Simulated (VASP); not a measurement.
# Rb in VASP: notebook

Rb is run at these levels: PBE; tasks: single point, relaxation of cell and atoms.

All numbers are computed with VASP 6.6.1; they aren't measurements. Logs are shortened: lines on timing, memory, paths and dates and some standing lists are left out, and cuts for length are marked.

## Step 1: The cell of the first run

Symmetry: Cmcm, No. 63, orthorhombic system. Conventional cell: a = 4.656 Å, b = 8.150 Å, c = 7.574 Å, α = 90.00°, β = 90.00°, γ = 90.00°.

## Step 2: Single point, PBE

The input, INCAR:

```
PREC     = Accurate       # precision mode
ENCUT    = 520            # plane-wave cutoff, eV
EDIFF    = 1E-7           # SCF threshold, eV
ISMEAR   = 0              # smearing method
SIGMA    = 0.1            # smearing width, eV
LREAL    = False          # projectors in reciprocal space
LASPH    = True           # aspherical terms in the spheres
NELM     = 80             # most SCF steps
ALGO     = Fast           # electronic algorithm
ISIF     = 2              # what is computed and relaxed
LWAVE    = False          # write WAVECAR
LCHARG   = False          # write CHGCAR
GGA      = PE             # functional
NBANDS   = 16             # bands
```

The input, KPOINTS:

```
regular mesh
0
Gamma
  10 10 6
```

The input, POSCAR:

```
Rb
1.0
    2.3282001023     -4.0749894741      0.0000000000
    2.3282001023      4.0749894741      0.0000000000
    0.0000000000      0.0000000000      7.5736531927
Rb
2
Direct
    0.8364164395      0.1635835605      0.7500000000
    0.1635835605      0.8364164395      0.2500000000
```

Potentials or basis: VASP PAW PBE potentials, release 64 (Rb_sv).

On the command line:

```bash
$ cat potpaw_PBE.64/Rb_sv/POTCAR > POTCAR
$ mpirun -np 1 vasp_std > vasp.out
```

OUTCAR:

```text
PREC = Accurate
   ENCUT = 520
   EDIFF = 1E-7
   ISMEAR = 0
   LREAL = False
   LASPH = True
   NELM = 80
   ISIF = 2
   GGA = PE

 ion  position               nearest neighbor table
   1  0.836  0.164  0.750-   2 4.63   2 4.63   2 4.66   2 4.66   2 4.66   2 4.66
   2  0.164  0.836  0.250-   1 4.63   1 4.63   1 4.66   1 4.66   1 4.66   1 4.66

  LATTYP: Found a base centered orthorhombic cell.
 ALAT       =     4.6564002046
 B/A-ratio  =     1.7502745877
 C/A-ratio  =     1.6265039215

  Lattice vectors:

 A1 = (   2.3282001023,  -4.0749894741,   0.0000000000)
 A2 = (   2.3282001023,   4.0749894741,   0.0000000000)
 A3 = (   0.0000000000,   0.0000000000,   7.5736531927)

Analysis of symmetry for initial positions (statically):
=====================================================================
 Subroutine PRICEL returns:
 Original cell was already a primitive cell.

 Routine SETGRP: Setting up the symmetry group for a
 base centered orthorhombic supercell.

 Subroutine GETGRP returns: Found  8 space group operations
 (whereof  4 operations were pure point group operations)
 out of a pool of  8 trial point group operations.

The static configuration has the point symmetry C_2h.
 The point group associated with its full space group is D_2h.

Analysis of symmetry for dynamics (positions and initial velocities):
=====================================================================
 Subroutine PRICEL returns:
 Original cell was already a primitive cell.

 Routine SETGRP: Setting up the symmetry group for a
 base centered orthorhombic supercell.

 Subroutine GETGRP returns: Found  8 space group operations
 (whereof  4 operations were pure point group operations)
 out of a pool of  8 trial point group operations.

The dynamic configuration has the point symmetry C_2h.
 The point group associated with its full space group is D_2h.

 Subroutine INISYM returns: Found  8 space group operations
 (whereof  4 operations are pure point group operations),
 and found     1 'primitive' translations

----------------------------------------------------------------------------------------

                                     Primitive cell

  volume of cell :     143.7084

  direct lattice vectors                    reciprocal lattice vectors
     2.328200102 -4.074989474  0.000000000     0.214758173 -0.122699703  0.000000000
     2.328200102  4.074989474  0.000000000     0.214758173  0.122699703  0.000000000
     0.000000000  0.000000000  7.573653193     0.000000000  0.000000000  0.132036677

  length of vectors
     4.693192403  4.693192403  7.573653193     0.247338412  0.247338412  0.132036677

  position of ions in fractional coordinates (direct lattice)
     0.836416439  0.163583561  0.750000000
     0.163583561  0.836416439  0.250000000

  ion indices of the primitive-cell ions
   primitive index   ion index
                 1           1
                 2           2

----------------------------------------------------------------------------------------

 KPOINTS: regular mesh

Automatic generation of k-mesh.
 Grid dimensions read from file:
 generate k-points for:   10   10    6

 Generating k-lattice:

  Cartesian coordinates                     Fractional coordinates (reciprocal lattice)
     0.021475817 -0.012269970  0.000000000     0.100000000 -0.000000000  0.000000000
     0.021475817  0.012269970  0.000000000    -0.000000000  0.100000000  0.000000000
     0.000000000  0.000000000  0.022006113     0.000000000  0.000000000  0.166666667

  Length of vectors
     0.024733841  0.024733841  0.022006113

  Shift w.r.t. Gamma in fractional coordinates (k-lattice)
     0.000000000  0.000000000  0.000000000

 Subroutine IBZKPT returns following result:
 ===========================================

 Found    124 irreducible k-points:

 Following reciprocal coordinates:
            Coordinates               Weight
  0.000000  0.000000  0.000000      1.000000
  0.100000  0.000000  0.000000      4.000000
  0.200000  0.000000  0.000000      4.000000
  0.300000 -0.000000  0.000000      4.000000
  0.400000  0.000000  0.000000      4.000000
  0.500000  0.000000  0.000000      2.000000
[... 16 lines left out ...]
  0.300000  0.300000  0.000000      2.000000
  0.400000  0.300000  0.000000      4.000000
 [... further k-points ...]
   k-points           NKPTS =    124   k-points in BZ     NKDIM =    124   number of bands    NBANDS=     16
   number of dos      NEDOS =    301   number of ions     NIONS =      2
   total plane-waves  NPLWV =  72576
   dimension x,y,z NGX =    36 NGY =   36 NGZ =   56
   dimension x,y,z NGXF=    72 NGYF=   72 NGZF=  112
   ions per type =               2
   NGX,Y,Z   is equivalent  to a cutoff of  12.75, 12.75, 12.29 a.u.
   NGXF,Y,Z  is equivalent  to a cutoff of  25.50, 25.50, 24.58 a.u.
 SYSTEM =  unknown system
   PREC   = accura    normal or accurate (medium, high low for compatibility)
   ISTART =      0    job   : 0-new  1-cont  2-samecut
   ICHARG =      2    charge: 1-file 2-atom 10-const
   ISPIN  =      1    spin polarized calculation?
   LNONCOLLINEAR =      F non collinear calculations
   LSORBIT =      F    spin-orbit coupling
   LASPH  =      T    aspherical Exc in radial PAW
   ENCUT  =  520.0 eV  38.22 Ry    6.18 a.u.   8.73  8.73 14.08*2*pi/ulx,y,z
   NELM   =     80;   NELMIN=  2; NELMDL= -5     # of ELM steps
   EDIFF  = 0.1E-06   stopping-criterion for ELM
   LREAL  =      F    real-space projection
   EDIFFG = 0.1E-05   stopping-criterion for IOM
   NSW    =      0    number of steps for IOM
   IBRION =     -1    ionic relax: 0-MD 1-quasi-New 2-CG
   NFREE  =      0    steps in history (QN), initial steepest desc. (CG)
   ISIF   =      2    stress and relaxation
   ISYM   =      2    0-nonsym 1-usesym 2-fastsym
   POTIM  = 0.5000    time-step for ionic-motion
   TEBEG  =    0.0;   TEEND  =   0.0 temperature during run
   PSTRESS=    0.0 pullay stress
   NELECT =      18.0000    total number of electrons
   NUPDOWN=      -1.0000    fix difference up-down
   EMIN   =  10.00;   EMAX   =-10.00  energy-range for DOS
   EFERMI =   0.00;   METHOD = LEGACY
   ISMEAR =     0;   SIGMA  =   0.10  broadening in eV -4-tet -1-fermi 0-gaus
   EFERMI_NEDOS =   21; number of points for ismear=-14 and -15
   IALGO  =     68    algorithm
   IMIX   =      4    mixing-type and parameters
     AMIX     =   0.40;   BMIX     =  1.00
     AMIX_MAG =   1.60;   BMIX_MAG =  1.00
  volume/ion in A,a.u.               =      71.85       484.90
  Fermi-wavevector in a.u.,A,eV,Ry     =   0.819103  1.547879  9.128542  0.670929
  Thomas-Fermi vector in A             =   1.929848
   LORBIT       =      0    0 simple, 1 ext, 2 COOP (PROOUT), +10 PAW based schemes
   GGA     = PE    functional components
   LHFCALC =     F    Hartree Fock is set to
   AEXX    =    0.0000 exact exchange contribution
   IVDW    =     0    specifies the selected vdW correction
   LEPSILON=     F    determine dielectric tensor
   LRPA    =     F    only Hartree local field effects (RPA)
 non-spin polarized calculation
 RMM-DIIS sequential band-by-band and
 Gauss-broadening in eV      SIGMA  =   0.10
  energy-cutoff  :      520.00
  volume of cell :      143.71
 maximum number of plane-waves:      3890
   NGX = 17   NGY = 17   NGZ = 29

 number of electron      18.0000000 magnetization

 Free energy of the ion-electron system (eV)
  ---------------------------------------------------
  ext. energy  EPLUGINS =         0.00000000
  ---------------------------------------------------
  free energy    TOTEN  =        -1.77400716 eV

  energy without entropy =       -1.76532121  energy(sigma->0) =       -1.76966418

 E-fermi :   0.6061     XC(G=0):  -6.0699

 val. band max:        0.6024500814   @ k =   0.4000   0.0000   0.5000
 cond. band min:       0.6325509166   @ k =  -0.2000   0.1000   0.1667
 fundamental gap:      0.0301008352
 Fermi energy:         0.6061175629

 k-point     1 :       0.0000    0.0000    0.0000
  band No.  band energies     occupation
      1     -28.1956      2.00000
      2     -28.1834      2.00000
      3     -12.4147      2.00000
      4     -12.2336      2.00000
      5     -12.2288      2.00000
      6     -12.2026      2.00000
[... 8 lines left out ...]
     15       4.7241      0.00000
     16       4.7635      0.00000

 k-point     2 :       0.1000    0.0000    0.0000
  band No.  band energies     occupation
      1     -28.1947      2.00000
      2     -28.1829      2.00000
      3     -12.4078      2.00000
      4     -12.2454      2.00000
      5     -12.2369      2.00000
      6     -12.2179      2.00000
[... 8 lines left out ...]
     15       4.6564      0.00000
     16       4.8708      0.00000

 k-point     3 :       0.2000    0.0000    0.0000
  band No.  band energies     occupation
      1     -28.1920      2.00000
      2     -28.1818      2.00000
      3     -12.3888      2.00000
      4     -12.2852      2.00000
      5     -12.2577      2.00000
      6     -12.2494      2.00000
[... 8 lines left out ...]
     15       4.6130      0.00000
     16       4.6908      0.00000

 k-point     4 :       0.3000   -0.0000    0.0000
  band No.  band energies     occupation
      1     -28.1885      2.00000
      2     -28.1805      2.00000
      3     -12.3619      2.00000
      4     -12.3352      2.00000
      5     -12.3047      2.00000
      6     -12.2638      2.00000
[... 8 lines left out ...]
     15       4.3770      0.00000
     16       5.0646      0.00000
[... 324 lines left out ...]
 k-point    22 :      -0.2000    0.2000    0.0000
  band No.  band energies     occupation
      1     -28.1921      2.00000
      2     -28.1820      2.00000
      3     -12.3884      2.00000
      4     -12.2865      2.00000
      5     -12.2575      2.00000
      6     -12.2452      2.00000
[... 8 lines left out ...]
     15       4.6988      0.00000
     16       4.7594      0.00000

 k-point    23 :       0.3000    0.3000    0.0000
  band No.  band energies     occupation
      1     -28.1821      2.00000
      2     -28.1802      2.00000
      3     -12.3615      2.00000
      4     -12.3351      2.00000
      5     -12.3155      2.00000
      6     -12.2979      2.00000
[... 8 lines left out ...]
     15       3.5831      0.00000
     16       4.6933      0.00000

 k-point    24 :       0.4000    0.3000    0.0000
  band No.  band energies     occupation
      1     -28.1820      2.00000
      2     -28.1805      2.00000
      3     -12.3588      2.00000
      4     -12.3325      2.00000
      5     -12.3167      2.00000
      6     -12.2950      2.00000
[... 8 lines left out ...]
     15       3.5848      0.00000
     16       4.6595      0.00000

 [... further k-points ...]

------------------------ aborting loop because EDIFF is reached ----------------------------------------

  FORCE on cell =-STRESS in cart. coord.  units (eV):
  Direction    XX          YY          ZZ          XY          YZ          ZX
  --------------------------------------------------------------------------------------
  -------------------------------------------------------------------------------------
  Total        0.9461559      0.9378128      0.9300606      0.0000000     -0.0000000      0.0000000
  in kB       10.5485089     10.4554939     10.3690652      0.0000000     -0.0000000      0.0000000
  external PRESSURE =      10.4576893 kB  Pullay stress =       0.0000000 kB

 VOLUME and BASIS-vectors are now :
 -----------------------------------------------------------------------------
  energy-cutoff  :      520.00
  volume of cell :      143.71
      direct lattice vectors                 reciprocal lattice vectors
     2.328200102 -4.074989474  0.000000000     0.214758173 -0.122699703  0.000000000
     2.328200102  4.074989474  0.000000000     0.214758173  0.122699703  0.000000000
     0.000000000  0.000000000  7.573653193     0.000000000  0.000000000  0.132036677

 POSITION                                       TOTAL-FORCE (eV/Angst)
 -----------------------------------------------------------------------------------
      2.32820     -2.74179      5.68024         0.000000      0.000989     -0.000000
      2.32820      2.74179      1.89341         0.000000     -0.000989      0.000000
 -----------------------------------------------------------------------------------
    total drift:                                0.000000      0.000000     -0.000000

  FREE ENERGIE OF THE ION-ELECTRON SYSTEM (eV)
  ---------------------------------------------------
  free  energy   TOTEN  =        -1.7740071570 eV

  energy  without entropy=       -1.7653212097  energy(sigma->0) =       -1.76966418
```

Wall time 5 min (1 thread of Intel Xeon Platinum 8259CL at 2.50GHz (Skylake/Cascade Lake), shared host); peak memory 0.39 GiB.

What came out:

```
Free energy            : -1.7740 eV
Pressure               : 1.0 GPa
Band gap on the k mesh : zero (bands 9 and 10 overlap by 2.30 eV)
```

Levels at points of the mesh, in eV from the Fermi level:
```csv
k point,band 7,band 8,band 9,band 10,band 11,band 12
"(0.00, 0.00, 0.00)",-12.81,-12.81,-2.29,0.10,0.89,3.58
"(0.50, 0.00, 0.00)",-12.85,-12.84,0.04,0.39,1.19,1.50
"(0.50, 0.50, 0.00)",-12.86,-12.83,0.03,0.34,1.22,1.53
"(0.00, 0.00, 0.50)",-12.82,-12.82,-1.46,-1.46,2.47,2.47
"(0.50, 0.00, 0.50)",-12.86,-12.86,0.34,0.34,1.14,1.14
"(0.50, 0.50, 0.50)",-12.86,-12.86,0.31,0.31,1.13,1.13
```

## Step 3: Relaxation of cell and atoms, PBE, target pressure 90 GPa, at which the enthalpy is minimised

This run uses another cell than the first one, of 16.55 Å³/atom.

The input, INCAR:

```
PREC = Accurate ; ENCUT = 600
EDIFF = 1E-6 ; ISMEAR = 0
SIGMA = 0.1 ; LREAL = False
LASPH = True ; NELM = 100
ALGO = Fast ; ISIF = 3
LWAVE = False ; LCHARG = False
GGA = PE ; IBRION = 2
NSW = 70 ; EDIFFG = -0.008
PSTRESS = 900.0
```

The input, KPOINTS:

```
Automatic mesh
0
Gamma
  18 18 10
```

The input, POSCAR:

```
Rb
1.0
    1.4324603618     -2.4810914586      0.0000000000
    1.4324603618      2.4810914586      0.0000000000
    0.0000000000      0.0000000000      4.6566100397
Rb
2
Direct
    0.8333335260      0.1666664740      0.7500000000
    0.1666664740      0.8333335260      0.2500000000
```

Potentials or basis: VASP PAW PBE potentials, release 64 (Rb_sv).

On the command line:

```bash
$ cat potpaw_PBE.64/Rb_sv/POTCAR > POTCAR
$ mpirun -np 1 vasp_std > vasp.out
```

Run time: 11 min. Hardware: 1 thread of Intel Xeon Platinum 8259CL at 2.50GHz (Skylake/Cascade Lake), shared host; peak memory 0.25 GiB.

It converged, with:

```yaml
Free_energy: 7.8816 eV
Relaxed_volume: 15.35 Å³/atom
Relaxed_cell: a = 2.800 Å, b = 2.800 Å, c = 4.520 Å, α = 90.00°, β = 90.00°, γ = 120.00°
Space_group_after_relaxing_to_0.1_Å: P6_3/mmc (No. 194)
Energy_change_on_relaxing_the_run_minimises_the_enthalpy: +589.1 meV/atom
Ionic_steps: 9
Pressure_after_relaxing: 90.0 GPa
Band_gap_on_the_k_mesh: zero (bands 9 and 10 overlap by 3.51 eV)
```

Step by step:
| step | energy change (eV) | largest force (eV/Å) | pressure (GPa) | volume (Å³) |
| --- | --- | --- | --- | --- |
| 1 | 0.0000 | 0.0000 | 68.39 | 33.10 |
| 2 | 7.7563 | 0.0000 | 229.55 | 23.52 |
| 3 | 1.0360 | 0.0000 | 87.36 | 30.95 |
| 4 | 1.1452 | 0.0000 | 89.68 | 30.76 |
| 5 | 1.1708 | 0.0000 | 89.89 | 30.71 |
| 6 | 1.1970 | 0.0000 | 90.39 | 30.66 |
| 7 | 1.1172 | 0.0000 | 88.86 | 30.81 |
| 8 | 1.1590 | 0.0000 | 89.66 | 30.73 |
| 9 | 1.1783 | 0.0000 | 90.02 | 30.70 |

Final structure:
```
CELL_PARAMETERS angstrom
1.40016 -2.42515 0.00000
1.40016 2.42515 0.00000
0.00000 0.00000 4.52007
ATOMIC_POSITIONS crystal
Rb 0.83333 0.16667 0.75000
Rb 0.16667 0.83333 0.25000
```

Levels at points of the mesh, in eV from the Fermi level:
| k point | band 5 | band 6 | band 7 | band 8 | band 9 | band 10 | band 11 | band 12 | band 13 |
| --- | --- | --- | --- | --- | --- | --- | --- | --- | --- |
| (0.00, 0.00, 0.00) | -12.04 | -11.00 | -11.00 | -10.83 | -0.67 | 0.95 | 4.16 | 4.16 | 4.46 |
| (0.50, 0.00, 0.00) | -15.92 | -14.02 | -13.54 | -11.92 | -2.60 | -0.67 | 0.94 | 3.56 | 6.92 |
| (0.00, 0.00, 0.50) | -11.53 | -11.53 | -11.53 | -11.53 | 0.97 | 0.97 | 4.05 | 4.05 | 4.05 |
| (0.50, 0.00, 0.50) | -13.09 | -13.09 | -13.09 | -13.09 | -1.49 | -1.49 | 0.30 | 0.30 | 7.84 |

Caveat: the cell is relaxed towards a set pressure, so the run minimises the enthalpy, not the energy.

The gap in the log of VASP goes by the Fermi energy; the results here count the filled bands.